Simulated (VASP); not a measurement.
# As in VASP: a series of runs, part 2 of 2

VASP 6.6.1. Earlier steps stand in the parts before.

### 3 Single point, PBE+D3(BJ)

This run uses another cell than the first one.

INCAR

```
SYSTEM = As
PREC = Accurate
ENCUT = 400
EDIFF = 1E-6
ISMEAR = 0
SIGMA = 0.02
LREAL = .False.
LASPH = .True.
NELM = 120
ALGO = Normal
ISIF = 2
LWAVE = .False.
LCHARG = .True.
LDIPOL = .True.
IDIPOL = 3
DIPOL = 0.5 0.5 0.500
GGA = PE
IVDW = 12
LELF = .True.
LVHAR = .True.
LVACPOTAV = .True.
NBANDS = 22
GGA_COMPAT = .False.
NELMDL = -8
```

KPOINTS

```
regular mesh
0
Gamma
  9 9 1
  0 0 0
```

POSCAR

```
As
1.0
    3.5210000000      0.0000000000      0.0000000000
   -1.7605000000      3.0492754467      0.0000000000
    0.0000000000      0.0000000000     28.5742413766
As
2
Direct
    0.3333333333      0.6666666667      0.5000000000
    0.6666666667      0.3333333333      0.5000000000
```

Potentials or basis: VASP PAW PBE potentials, release 64 (As_d).

The run is started by

```sh
cat potpaw_PBE.64/As_d/POTCAR > POTCAR
mpirun -np 1 vasp_std > vasp.out
```

OUTCAR:

```text
SYSTEM = As
   PREC = Accurate
   ENCUT = 400
   EDIFF = 1E-6
   ISMEAR = 0
   LREAL = .False.
   LASPH = .True.
   NELM = 120
   ISIF = 2
   GGA = PE
   IVDW = 12
   NELMDL = -8
 IVDW          = 12

 ion  position               nearest neighbor table
   1  0.333  0.667  0.500-   2 2.03   2 2.03   2 2.03
   2  0.667  0.333  0.500-   1 2.03   1 2.03   1 2.03

  LATTYP: Found a hexagonal cell.
 ALAT       =     3.5210000000
 C/A-ratio  =     8.1153767045

  Lattice vectors:

 A1 = (   3.5210000000,   0.0000000000,   0.0000000000)
 A2 = (  -1.7605000000,   3.0492754467,   0.0000000000)
 A3 = (   0.0000000000,   0.0000000000,  28.5742413766)

Analysis of symmetry for initial positions (statically):
=====================================================================
 Subroutine PRICEL returns:
 Original cell was already a primitive cell.

 Routine SETGRP: Setting up the symmetry group for a
 hexagonal supercell.

 Subroutine GETGRP returns: Found 24 space group operations
 (whereof 24 operations were pure point group operations)
 out of a pool of 24 trial point group operations.

The static configuration has the point symmetry D_6h.

Analysis of symmetry for dynamics (positions and initial velocities):
=====================================================================
 Subroutine PRICEL returns:
 Original cell was already a primitive cell.

 Routine SETGRP: Setting up the symmetry group for a
 hexagonal supercell.

 Subroutine GETGRP returns: Found 24 space group operations
 (whereof 24 operations were pure point group operations)
 out of a pool of 24 trial point group operations.

The dynamic configuration has the point symmetry D_6h.

 Subroutine INISYM returns: Found 24 space group operations
 (whereof 24 operations are pure point group operations),
 and found     1 'primitive' translations

----------------------------------------------------------------------------------------
[... 101 lines left out ...]
  volume/ion in A,a.u.               =     153.39      1035.15
  Fermi-wavevector in a.u.,A,eV,Ry     =   0.754228  1.425285  7.739813  0.568860
  Thomas-Fermi vector in A             =   1.851848
   LORBIT       =      0    0 simple, 1 ext, 2 COOP (PROOUT), +10 PAW based schemes
   GGA     = PE    functional components
   LHFCALC =     F    Hartree Fock is set to
   AEXX    =    0.0000 exact exchange contribution
   IVDW    =    12    specifies the selected vdW correction
   LEPSILON=     F    determine dielectric tensor
   LRPA    =     F    only Hartree local field effects (RPA)
 non-spin polarized calculation
 Gauss-broadening in eV      SIGMA  =   0.02
  energy-cutoff  :      400.00
  volume of cell :      306.79
 maximum number of plane-waves:      5596
 NGX is ok and might be reduce to    24
   NGX = 11   NGY = 11   NGZ = 93

 dipolmoment           0.000000      0.000000      0.000000 electrons x Angstroem

 number of electron      29.9999976 magnetization

 dipolmoment           0.000000      0.000000     -0.000000 electrons x Angstroem

 Free energy of the ion-electron system (eV)
  ---------------------------------------------------
  ext. energy  EPLUGINS =         0.00000000
  ---------------------------------------------------
  free energy    TOTEN  =        -3.63438903 eV

  energy without entropy =       -3.63438903  energy(sigma->0) =       -3.63438903

 E-fermi :  -2.6961     XC(G=0):  -1.7456

 val. band max:       -2.7968885067   @ k =   0.3333   0.1111   0.0000
 cond. band min:      -2.5871378936   @ k =   0.2222   0.2222   0.0000
 fundamental gap:      0.2097506131
 Fermi energy:        -2.6960837167

 k-point     1 :       0.0000    0.0000    0.0000
  band No.  band energies     occupation
      1     -39.8935      2.00000
      2     -39.8935      2.00000
      3     -39.7486      2.00000
      4     -39.6459      2.00000
      5     -39.6459      2.00000
      6     -39.5987      2.00000
[... 289 lines left out ...]
     21       4.6575      0.00000
     22       5.6540      0.00000

------------------------ aborting loop because EDIFF is reached ----------------------------------------

 Edisp (eV)   -0.45697

 E8    (eV) :    -0.2077

  FORCE on cell =-STRESS in cart. coord.  units (eV):
  Direction    XX          YY          ZZ          XY          YZ          ZX
  --------------------------------------------------------------------------------------
  -------------------------------------------------------------------------------------
  Total      25.20538    25.20538    -0.07281     0.00000    -0.00000     0.00000
  in kB     131.63353   131.63353    -0.38026     0.00000    -0.00000     0.00000
  external pressure =       87.63 kB  Pullay stress =        0.00 kB

 VOLUME and BASIS-vectors are now :
 -----------------------------------------------------------------------------
  energy-cutoff  :      400.00
  volume of cell :      306.79
      direct lattice vectors                 reciprocal lattice vectors
     3.521000000  0.000000000  0.000000000     0.284010224  0.163973379  0.000000000
    -1.760500000  3.049275447  0.000000000     0.000000000  0.327946759  0.000000000
     0.000000000  0.000000000 28.574241377     0.000000000  0.000000000  0.034996555

 POSITION                                       TOTAL-FORCE (eV/Angst)
 -----------------------------------------------------------------------------------
     -0.00000      2.03285     14.28712        -0.000000     -0.000000      0.000000
      1.76050      1.01643     14.28712         0.000000      0.000000      0.000000
 -----------------------------------------------------------------------------------
    total drift:                                0.000000      0.000000      0.000000

  FREE ENERGIE OF THE ION-ELECTRON SYSTEM (eV)
  ---------------------------------------------------
  free  energy   TOTEN  =        -4.0913611657 eV

  energy  without entropy=       -4.0913611657  energy(sigma->0) =       -4.09136117

 vacuum level on the upper side and lower side of the slab         1.074         1.074
```

OSZICAR:

```text
N       E                     dE             d eps       ncg     rms          rms(c)
DAV:   1     0.224311802222E+03    0.22431E+03   -0.15384E+04   664   0.281E+03
DAV:   2     0.322519974112E+02   -0.19206E+03   -0.18388E+03   576   0.636E+02
DAV:   3    -0.165385132036E+01   -0.33906E+02   -0.33528E+02   800   0.145E+02
[... 15 lines left out ...]
DAV:  19    -0.363435708472E+01   -0.49810E-04   -0.27177E-06   480   0.687E-03    0.120E-03
DAV:  20    -0.363437954489E+01   -0.22460E-04   -0.10582E-06   522   0.744E-03    0.745E-04
DAV:  21    -0.363438352369E+01   -0.39788E-05   -0.88762E-08   434   0.319E-03    0.496E-04
DAV:  22    -0.363438838961E+01   -0.48659E-05   -0.92602E-08   410   0.441E-03    0.209E-04
DAV:  23    -0.363438902598E+01   -0.63637E-06   -0.20733E-08   372   0.270E-03
   1 F= -.40913612E+01 E0= -.40913612E+01  d E =-.156083E-13
```

stdout:

```text
POSCAR found type information on POSCAR As
 POSCAR found :  1 types and       2 ions
 scaLAPACK will be used
 LDA part: xc-table for (Slater+PW92), standard interpolation
 POSCAR, INCAR and KPOINTS ok, starting setup
 FFT: planning ... GRIDC
 FFT: planning ... GRID_SOFT
 FFT: planning ... GRID
 WAVECAR not read
 entering main loop
 -----------------------------------------------------------------------------
|                                                                             |
|           W    W    AA    RRRRR   N    N  II  N    N   GGGG   !!!           |
|           W    W   A  A   R    R  NN   N  II  NN   N  G    G  !!!           |
|           W    W  A    A  R    R  N N  N  II  N N  N  G       !!!           |
|           W WW W  AAAAAA  RRRRR   N  N N  II  N  N N  G  GGG   !            |
|           WW  WW  A    A  R   R   N   NN  II  N   NN  G    G                |
|           W    W  A    A  R    R  N    N  II  N    N   GGGG   !!!           |
|                                                                             |
|     Did not find any points to average over, which means that no vacuum     |
|     field-free region was found. Please increase the size of  your cell     |
|     in the dimension of the dipole correction to obtain accurate            |
|     workfunction values.                                                    |
|                                                                             |
 -----------------------------------------------------------------------------
```

Wall time 44 s (1 thread of AMD EPYC 9R45 (Zen 5), shared host); peak memory 0.3 GiB.

Results:

```
Free energy                : -4.0914 eV
Band gap on the k mesh     : zero (bands 15 and 16 overlap by 1.38 eV)
Dispersion energy per atom : -0.228 eV
```

Levels at points of the mesh, in eV from the Fermi level:
```csv
k point,band 13,band 14,band 15,band 16,band 17,band 18
"(0.00, 0.00, 0.00)",-4.82,-4.82,-1.48,1.52,1.52,2.10
```

The gap in the log of VASP goes by the Fermi energy; the results here count the filled bands.